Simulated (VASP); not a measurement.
# Pt (P6_3/mmc) in VASP: a series of runs

Pt is run at these levels: PBEsol, r2SCAN; tasks: single point.

Program: VASP 6.6.1. These are calculated values, not measurements. Logs are shortened: lines on timing, memory, paths and dates and some standing lists are left out, and cuts for length are marked.

## 1. The cell of the first run

Symmetry: P6_3/mmc, No. 194, hexagonal system. Conventional cell: a = 2.732 Å, b = 2.732 Å, c = 4.684 Å, α = 90.00°, β = 90.00°, γ = 120.00°. Pt (site symmetry -6m2) has 12 Pt at 2.73 to 2.82 Å within 3.6 Å.

## 2. Single point, PBEsol

Input file INCAR:

```
PREC = Accurate ; ENCUT = 520
EDIFF = 1E-7 ; ISMEAR = -1
SIGMA = 0.05 ; LREAL = F
LASPH = T ; NELM = 60
ALGO = Normal ; ISIF = 2
LWAVE = F ; LCHARG = F
GGA = PS ; NBANDS = 17
```

Input file KPOINTS:

```
Automatic mesh
0
Gamma
  11 11 6
```

Input file POSCAR:

```
Pt
1.0
    2.7319757546      0.0000000000      0.0000000000
   -1.3659878773      2.3659604060      0.0000000000
    0.0000000000      0.0000000000      4.6842232130
Pt
2
Direct
    0.3333333333      0.6666666667      0.2500000000
    0.6666666667      0.3333333333      0.7500000000
```

Potentials or basis: VASP PAW PBE potentials, release 64 (Pt).

Command:

```
cat potpaw_PBE.64/Pt/POTCAR > POTCAR
mpirun -np 1 vasp_std > vasp.out
```

OUTCAR:

```text
PREC = Accurate
   ENCUT = 520
   EDIFF = 1E-7
   ISMEAR = -1
   LREAL = F
   LASPH = T
   NELM = 60
   ISIF = 2
   GGA = PS

 ion  position               nearest neighbor table
   1  0.333  0.667  0.250-   2 2.82   2 2.82   2 2.82   2 2.82   2 2.82   2 2.82
   2  0.667  0.333  0.750-   1 2.82   1 2.82   1 2.82   1 2.82   1 2.82   1 2.82

  LATTYP: Found a hexagonal cell.
 ALAT       =     2.7319757546
 C/A-ratio  =     1.7145917950

  Lattice vectors:

 A1 = (   2.7319757546,   0.0000000000,   0.0000000000)
 A2 = (  -1.3659878773,   2.3659604060,   0.0000000000)
 A3 = (   0.0000000000,   0.0000000000,   4.6842232130)

Analysis of symmetry for initial positions (statically):
=====================================================================
 Subroutine PRICEL returns:
 Original cell was already a primitive cell.

 Routine SETGRP: Setting up the symmetry group for a
 hexagonal supercell.

 Subroutine GETGRP returns: Found 24 space group operations
 (whereof 12 operations were pure point group operations)
 out of a pool of 24 trial point group operations.

The static configuration has the point symmetry D_3d.
 The point group associated with its full space group is D_6h.

Analysis of symmetry for dynamics (positions and initial velocities):
=====================================================================
 Subroutine PRICEL returns:
 Original cell was already a primitive cell.

 Routine SETGRP: Setting up the symmetry group for a
 hexagonal supercell.

 Subroutine GETGRP returns: Found 24 space group operations
 (whereof 12 operations were pure point group operations)
 out of a pool of 24 trial point group operations.

The dynamic configuration has the point symmetry D_3d.
 The point group associated with its full space group is D_6h.

 Subroutine INISYM returns: Found 24 space group operations
 (whereof 12 operations are pure point group operations),
 and found     1 'primitive' translations

----------------------------------------------------------------------------------------

                                     Primitive cell

  volume of cell :      30.2776

  direct lattice vectors                    reciprocal lattice vectors
     2.731975755  0.000000000  0.000000000     0.366035459  0.211330671  0.000000000
    -1.365987877  2.365960406  0.000000000     0.000000000  0.422661342  0.000000000
     0.000000000  0.000000000  4.684223213     0.000000000  0.000000000  0.213482568

  length of vectors
     2.731975755  2.731975755  4.684223213     0.422661342  0.422661342  0.213482568

  position of ions in fractional coordinates (direct lattice)
     0.333333333  0.666666667  0.250000000
     0.666666667  0.333333333  0.750000000

  ion indices of the primitive-cell ions
   primitive index   ion index
                 1           1
                 2           2

----------------------------------------------------------------------------------------

 KPOINTS: Automatic mesh

Automatic generation of k-mesh.
 Grid dimensions read from file:
 generate k-points for:   11   11    6

 Generating k-lattice:

  Cartesian coordinates                     Fractional coordinates (reciprocal lattice)
     0.033275951  0.019211879  0.000000000     0.090909091  0.000000000  0.000000000
     0.000000000  0.038423758  0.000000000     0.000000000  0.090909091  0.000000000
     0.000000000  0.000000000  0.035580428     0.000000000  0.000000000  0.166666667

  Length of vectors
     0.038423758  0.038423758  0.035580428

  Shift w.r.t. Gamma in fractional coordinates (k-lattice)
     0.000000000  0.000000000  0.000000000

 Subroutine IBZKPT returns following result:
 ===========================================

 Found     64 irreducible k-points:

 Following reciprocal coordinates:
            Coordinates               Weight
  0.000000  0.000000  0.000000      1.000000
  0.090909 -0.000000  0.000000      6.000000
  0.181818 -0.000000  0.000000      6.000000
  0.272727 -0.000000  0.000000      6.000000
  0.363636 -0.000000  0.000000      6.000000
  0.454545 -0.000000  0.000000      6.000000
[... 16 lines left out ...]
  0.090909  0.090909  0.166667     12.000000
  0.181818  0.090909  0.166667     24.000000
 [... further k-points ...]
   k-points           NKPTS =     64   k-points in BZ     NKDIM =     64   number of bands    NBANDS=     17
   number of dos      NEDOS =    301   number of ions     NIONS =      2
   total plane-waves  NPLWV =  14400
   dimension x,y,z NGX =    20 NGY =   20 NGZ =   36
   dimension x,y,z NGXF=    40 NGYF=   40 NGZF=   72
   ions per type =               2
   NGX,Y,Z   is equivalent  to a cutoff of  12.17, 12.17, 12.78 a.u.
   NGXF,Y,Z  is equivalent  to a cutoff of  24.34, 24.34, 25.55 a.u.
 SYSTEM =  unknown system
   PREC   = accura    normal or accurate (medium, high low for compatibility)
   ISTART =      0    job   : 0-new  1-cont  2-samecut
   ICHARG =      2    charge: 1-file 2-atom 10-const
   ISPIN  =      1    spin polarized calculation?
   LNONCOLLINEAR =      F non collinear calculations
   LSORBIT =      F    spin-orbit coupling
   LASPH  =      T    aspherical Exc in radial PAW
   ENCUT  =  520.0 eV  38.22 Ry    6.18 a.u.   5.08  5.08  8.71*2*pi/ulx,y,z
   NELM   =     60;   NELMIN=  2; NELMDL= -5     # of ELM steps
   EDIFF  = 0.1E-06   stopping-criterion for ELM
   LREAL  =      F    real-space projection
   EDIFFG = 0.1E-05   stopping-criterion for IOM
   NSW    =      0    number of steps for IOM
   IBRION =     -1    ionic relax: 0-MD 1-quasi-New 2-CG
   NFREE  =      0    steps in history (QN), initial steepest desc. (CG)
   ISIF   =      2    stress and relaxation
   ISYM   =      2    0-nonsym 1-usesym 2-fastsym
   POTIM  = 0.5000    time-step for ionic-motion
   TEBEG  =    0.0;   TEEND  =   0.0 temperature during run
   PSTRESS=    0.0 pullay stress
   NELECT =      20.0000    total number of electrons
   NUPDOWN=      -1.0000    fix difference up-down
   EMIN   =  10.00;   EMAX   =-10.00  energy-range for DOS
   EFERMI =   0.00;   METHOD = LEGACY
   ISMEAR =    -1;   SIGMA  =   0.05  broadening in eV -4-tet -1-fermi 0-gaus
   EFERMI_NEDOS =   21; number of points for ismear=-14 and -15
   IALGO  =     38    algorithm
   IMIX   =      4    mixing-type and parameters
     AMIX     =   0.40;   BMIX     =  1.00
     AMIX_MAG =   1.60;   BMIX_MAG =  1.00
  volume/ion in A,a.u.               =      15.14       102.16
  Fermi-wavevector in a.u.,A,eV,Ry     =   1.425753  2.694282 27.657525  2.032771
  Thomas-Fermi vector in A             =   2.546103
   LORBIT       =      0    0 simple, 1 ext, 2 COOP (PROOUT), +10 PAW based schemes
   GGA     = PS    functional components
   LHFCALC =     F    Hartree Fock is set to
   AEXX    =    0.0000 exact exchange contribution
   IVDW    =     0    specifies the selected vdW correction
   LEPSILON=     F    determine dielectric tensor
   LRPA    =     F    only Hartree local field effects (RPA)
 non-spin polarized calculation
  energy-cutoff  :      520.00
  volume of cell :       30.28
 maximum number of plane-waves:       833
   NGX = 11   NGY = 11   NGZ = 17

 number of electron      19.9999999 magnetization

 Free energy of the ion-electron system (eV)
  ---------------------------------------------------
  ext. energy  EPLUGINS =         0.00000000
  ---------------------------------------------------
  free energy    TOTEN  =       -13.80500498 eV

  energy without entropy =      -13.76925450  energy(sigma->0) =      -13.78712974

 E-fermi :  10.9985     XC(G=0): -13.6019

 val. band max:       10.9861620455   @ k =   0.3636  -0.0000   0.1667
 cond. band min:      11.0017991565   @ k =   0.2727   0.0909   0.1667
 fundamental gap:      0.0156371110
 Fermi energy:        10.9985066920

 k-point     1 :       0.0000    0.0000    0.0000
  band No.  band energies     occupation
      1       0.7674      2.00000
      2       3.5242      2.00000
      3       6.8562      2.00000
      4       7.3397      2.00000
      5       7.3397      2.00000
      6       7.7552      2.00000
[... 9 lines left out ...]
     16      28.3028      0.00000
     17      32.2920      0.00000

 k-point     2 :       0.0909   -0.0000    0.0000
  band No.  band energies     occupation
      1       1.0740      2.00000
      2       3.8027      2.00000
      3       6.7726      2.00000
      4       7.3736      2.00000
      5       7.5795      2.00000
      6       7.6162      2.00000
[... 9 lines left out ...]
     16      28.6727      0.00000
     17      30.7714      0.00000

 k-point     3 :       0.1818   -0.0000    0.0000
  band No.  band energies     occupation
      1       1.9266      2.00000
      2       4.4662      2.00000
      3       6.4978      2.00000
      4       7.1602      2.00000
      5       7.1967      2.00000
      6       7.9084      2.00000
[... 9 lines left out ...]
     16      28.7282      0.00000
     17      28.8461      0.00000

 k-point     4 :       0.2727   -0.0000    0.0000
  band No.  band energies     occupation
      1       3.0647      2.00000
      2       4.7681      2.00000
      3       6.1005      2.00000
      4       6.6699      2.00000
      5       6.9876      2.00000
      6       8.0762      2.00000
[... 9 lines left out ...]
     16      26.7350      0.00000
     17      29.4629      0.00000
[... 343 lines left out ...]
      1       3.9885      2.00000
      2       4.2676      2.00000
      3       5.3301      2.00000
      4       6.3842      2.00000
      5       7.7622      2.00000
      6       7.9704      2.00000
[... 9 lines left out ...]
     16      23.6974      0.00000
     17      24.8986      0.00000

 k-point    23 :       0.0909    0.0909    0.1667
  band No.  band energies     occupation
      1       1.8932      2.00000
      2       4.3011      2.00000
      3       6.5718      2.00000
      4       6.9346      2.00000
      5       7.2156      2.00000
      6       7.7309      2.00000
[... 9 lines left out ...]
     16      28.1944      0.00000
     17      28.5970      0.00000

 k-point    24 :       0.1818    0.0909    0.1667
  band No.  band energies     occupation
      1       2.8862      2.00000
      2       5.0014      2.00000
      3       6.1740      2.00000
      4       6.3377      2.00000
      5       6.9926      2.00000
      6       7.5832      2.00000
[... 9 lines left out ...]
     16      27.5846      0.00000
     17      28.5831      0.00000

 [... further k-points ...]
[... 5 lines left out ...]
  --------------------------------------------------------------------------------------
  -------------------------------------------------------------------------------------
  Total       -0.0648255     -0.0648255     -0.0906194      0.0000000      0.0000000      0.0000000
  in kB       -3.4303218     -3.4303218     -4.7952360      0.0000000      0.0000000      0.0000000
  external PRESSURE =      -3.8852932 kB  Pullay stress =       0.0000000 kB

 VOLUME and BASIS-vectors are now :
 -----------------------------------------------------------------------------
  energy-cutoff  :      520.00
  volume of cell :       30.28
      direct lattice vectors                 reciprocal lattice vectors
     2.731975755  0.000000000  0.000000000     0.366035459  0.211330671  0.000000000
    -1.365987877  2.365960406  0.000000000     0.000000000  0.422661342  0.000000000
     0.000000000  0.000000000  4.684223213     0.000000000  0.000000000  0.213482568

 POSITION                                       TOTAL-FORCE (eV/Angst)
 -----------------------------------------------------------------------------------
     -0.00000      1.57731      1.17106        -0.000000      0.000000      0.000000
      1.36599      0.78865      3.51317         0.000000     -0.000000      0.000000
 -----------------------------------------------------------------------------------
    total drift:                               -0.000000      0.000000     -0.000000

  FREE ENERGIE OF THE ION-ELECTRON SYSTEM (eV)
  ---------------------------------------------------
  free  energy   TOTEN  =       -13.8050049768 eV

  energy  without entropy=      -13.7692544992  energy(sigma->0) =      -13.78712974
```

Wall time 20 s (1 thread of Intel Xeon Platinum 8259CL at 2.50GHz (Skylake/Cascade Lake), shared host); peak memory 0.15 GiB.

What came out:

- Free energy: -13.8050 eV
- Pressure: -0.4 GPa
- Band gap on the k mesh: zero (band 10 reaches 11.40 eV, above the bottom of band 11 at 10.14 eV)

Stress tensor (GPa, compression positive):
```
-0.34  0.00  0.00
 0.00 -0.34  0.00
 0.00  0.00 -0.48
```

Caveat: the PAW data sets were made with another functional, which shifts forces and pressure a little; spin-orbit coupling is left out, which moves the levels of the heavy elements.

## 3. Single point, r2SCAN

This run uses another cell than the first one, of 15.18 Å³/atom, 1.003 times its volume.

Input file POSCAR:

```
Pt
1.0
    2.7233547499      0.0000000000      0.0000000000
   -1.3616773750      2.3584943969      0.0000000000
    0.0000000000      0.0000000000      4.7273674930
Pt
2
Direct
    0.3333333333      0.6666666667      0.2500000000
    0.6666666667      0.3333333333      0.7500000000
```

Input file INCAR.step1:

```
  PREC = Accurate
  ENCUT = 520
  ISMEAR = -1
  SIGMA = 0.05
  LREAL = F
  LASPH = T
  NELM = 100
  NBANDS = 17
  GGA = PE
  ALGO = Normal
  EDIFF = 1E-4
  LWAVE = T
  LCHARG = F
```

Input file INCAR.step2:

```
  PREC = Accurate
  ENCUT = 520
  EDIFF = 1E-6
  ISMEAR = -1
  SIGMA = 0.05
  LREAL = F
  LASPH = T
  NELM = 100
  ALGO = Normal
  ISIF = 2
  LWAVE = F
  LCHARG = F
  METAGGA = R2SCAN
  LMIXTAU = T
  NBANDS = 17
  ISTART = 1
```

KPOINTS is that of step 2.

Potentials or basis: VASP PAW PBE potentials, release 64 (Pt).

Command:

```
cat potpaw_PBE.64/Pt/POTCAR > POTCAR
cp INCAR.step1 INCAR
mpirun -np 1 vasp_std > vasp.out
cp INCAR.step2 INCAR
mpirun -np 1 vasp_std > vasp.out
```

It took 51 s on 1 thread of Intel Xeon 6975P-C (Granite Rapids), shared host; peak memory 0.16 GiB.

Results (log left out):

```yaml
Free_energy: -102.8721 eV
Pressure: 5.1 GPa
Band_gap_on_the_k_mesh: zero (band 10 reaches 11.31 eV, above the bottom of band 11 at 9.94 eV)
```

Stress tensor (GPa, compression positive):
```
5.59 0.00 0.00
0.00 5.59 0.00
0.00 0.00 4.11
```

Levels at points of the mesh, in eV from the Fermi level:
| k point | band 6 | band 7 | band 8 | band 9 | band 10 | band 11 | band 12 | band 13 | band 14 | band 15 |
| --- | --- | --- | --- | --- | --- | --- | --- | --- | --- | --- |
| (0.00, 0.00, 0.00) | -3.36 | -3.36 | -2.03 | -2.03 | -0.72 | -0.29 | -0.29 | 5.21 | 16.01 | 16.56 |
| (0.00, 0.00, 0.50) | -3.76 | -3.76 | -3.76 | -0.92 | -0.92 | -0.92 | -0.92 | 12.85 | 12.85 | 16.43 |

Caveat: the PAW data sets were made with another functional, which shifts forces and pressure a little; spin-orbit coupling is left out, which moves the levels of the heavy elements.

## 4. Single point, r2SCAN

This run uses another cell than the first one, of 15.81 Å³/atom, 1.045 times its volume.

Input file POSCAR:

```
Pt
1.0
    2.7606656158      0.0000000000      0.0000000000
   -1.3803328079      2.3908065546      0.0000000000
    0.0000000000      0.0000000000      4.7921340000
Pt
2
Direct
    0.3333333333      0.6666666667      0.2500000000
    0.6666666667      0.3333333333      0.7500000000
```

Input file INCAR.step1:

```
PREC = Accurate ; ENCUT = 520
ISMEAR = -1 ; SIGMA = 0.05
LREAL = F ; LASPH = T
NELM = 60 ; NBANDS = 17
GGA = PE ; ALGO = Normal
EDIFF = 1E-4 ; LWAVE = T
LCHARG = F
```

Input file INCAR.step2:

```
PREC = Accurate ; ENCUT = 520
EDIFF = 1E-6 ; ISMEAR = -1
SIGMA = 0.05 ; LREAL = F
LASPH = T ; NELM = 60
ALGO = Normal ; ISIF = 2
LWAVE = F ; LCHARG = F
METAGGA = R2SCAN ; LMIXTAU = T
NBANDS = 17 ; ISTART = 1
```

KPOINTS is that of step 3.

Command:

```
cat potpaw_PBE.64/Pt/POTCAR > POTCAR
cp INCAR.step1 INCAR
mpirun -np 1 vasp_std > vasp.out
cp INCAR.step2 INCAR
mpirun -np 1 vasp_std > vasp.out
```

Wall time 54 s (1 thread of Intel Xeon 6975P-C (Granite Rapids), shared host); peak memory 0.18 GiB.

The run converged. Its results:

```yaml
Free_energy: -102.8684 eV
Pressure: -5.7 GPa
Band_gap_on_the_k_mesh: zero (band 10 reaches 10.51 eV, above the bottom of band 11 at 9.24 eV)
```

Stress tensor (GPa, compression positive):
```
-5.78  0.00  0.00
 0.00 -5.78  0.00
 0.00  0.00 -5.48
```

Levels at points of the mesh, in eV from the Fermi level:
```tsv
k point	band 8	band 9	band 10	band 11	band 12	band 13
(0.00, 0.00, 0.00)	-1.90	-1.90	-0.52	-0.27	-0.27	4.93
(0.00, 0.00, 0.50)	-3.52	-0.86	-0.86	-0.86	-0.86	12.55
```

Caveat: the PAW data sets were made with another functional, which shifts forces and pressure a little; spin-orbit coupling is left out, which moves the levels of the heavy elements.

## 5. Overview

| level | cell | gap on the mesh (eV) | pressure (GPa) |
| --- | --- | --- | --- |
| PBEsol | a = 2.732, b = 2.732, c = 4.684 Å, angles 90.0, 90.0, 120.0°, 2 atoms | none | -0.4 |
| r2SCAN | a = 2.723, b = 2.723, c = 4.727 Å, angles 90.0, 90.0, 120.0°, 2 atoms | none | 5.1 |
| r2SCAN | a = 2.761, b = 2.761, c = 4.792 Å, angles 90.0, 90.0, 120.0°, 2 atoms | none | -5.7 |

Alike in all rows: task single point; potentials or basis VASP PAW PBE potentials, release 64 (Pt); no spin polarisation; k mesh 11 × 11 × 6; cutoff (eV) 520; smearing fermi-dirac 0.05 eV.

Caveats: the PAW data sets were made with another functional, which shifts forces and pressure a little; spin-orbit coupling is left out, which moves the levels of the heavy elements.

Total energies depend on the potentials used, so only differences within one code and one set of settings carry meaning.
